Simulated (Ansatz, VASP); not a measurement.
# InSe: VASP beside Ansatz

```
In Se
1.0
     5.82639   -2.05465    0.00000
     5.82639    2.05465    0.00000
    -1.72323    0.00000    4.58049
In Se
2 2
Direct
  0.88820 0.88820 0.04684
  0.11180 0.11180 0.95316
  0.66093 0.66093 0.66896
  0.33907 0.33907 0.33104
```

Alike in both runs: functional PBEsol; k mesh 6 × 6 × 5; occupations fermi-dirac, width 0.05 eV; no spin polarisation.

|  | VASP | Ansatz |
| --- | --- | --- |
| version | VASP 6.6.1 | Ansatz 0.2.0 |
| potentials or method | VASP PAW PBE potentials, release 64 (In_d, Se) | Ansatz PAW |
| plane-wave cutoff (eV) | 520 | 420 |
| valence electrons in the cell | 38 | 58 |
| task | single point | band structure |

|  | VASP | Ansatz | Ansatz less VASP |
| --- | --- | --- | --- |
| gap on the k mesh at the Fermi level (eV) | 1.29 | 1.29 | +0.006 |
| least direct gap on the mesh (eV) | 1.36 | 1.36 | +0.006 |
| pressure (GPa) | 0.7 | 0.6 | -0.09 |
| traceless stress, the component that is largest in VASP (GPa) | 0.71 | 0.70 | -0.011 |
| rms of the force components (eV/Å) | 0.255 | 0.244 | -0.0106 |

VASP's potentials were made for PBE, not for PBEsol. Atom by atom the forces differ by 0.011 eV/Å (rms over components). VASP's potentials hold 38 valence electrons a cell and Ansatz's 58, so a difference there can come from the potentials and not from the codes.

Noted on Ansatz's run: the k mesh misses the band edges, so the gap on the mesh is wider than the one along the path.
